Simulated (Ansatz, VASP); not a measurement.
CaB: VASP beside Ansatz

```
Ca B
1.0
     3.26561    0.00000    0.00000
     0.00000    3.26561    0.00000
     0.00000    0.00000    3.26561
Ca B
1 1
Cartesian
  0.0000 0.0000 0.0000
  1.6328 1.6328 1.6328
```

Alike in both runs: functional PBE; k mesh 6 × 6 × 6; occupations gaussian, width 0.1 eV; no spin polarisation.

Ansatz relaxed the structure, and its values are those at the end. VASP's run is a single point on that final structure, the one shown.

|  | VASP | Ansatz |
| --- | --- | --- |
| version | VASP 6.6.1 | Ansatz 0.2.0 |
| potentials or method | VASP PAW PBE potentials, release 64 (Ca_sv, B), cutoff 500 eV | scalar-relativistic, plane waves, PAW |
| valence electrons in the cell | 13 | 13 |

Ansatz gave:

* gap on the k mesh at the Fermi level (eV): none
* pressure (GPa): 0.1

Task: Estimate VASP's values.

Result: gap on the k mesh at the Fermi level (eV): none; pressure (GPa): 0.3.

A gap of «none» marks a metal or a gap that the smearing closes. With one functional, cell and mesh, what is left measures potentials, basis and numerics.
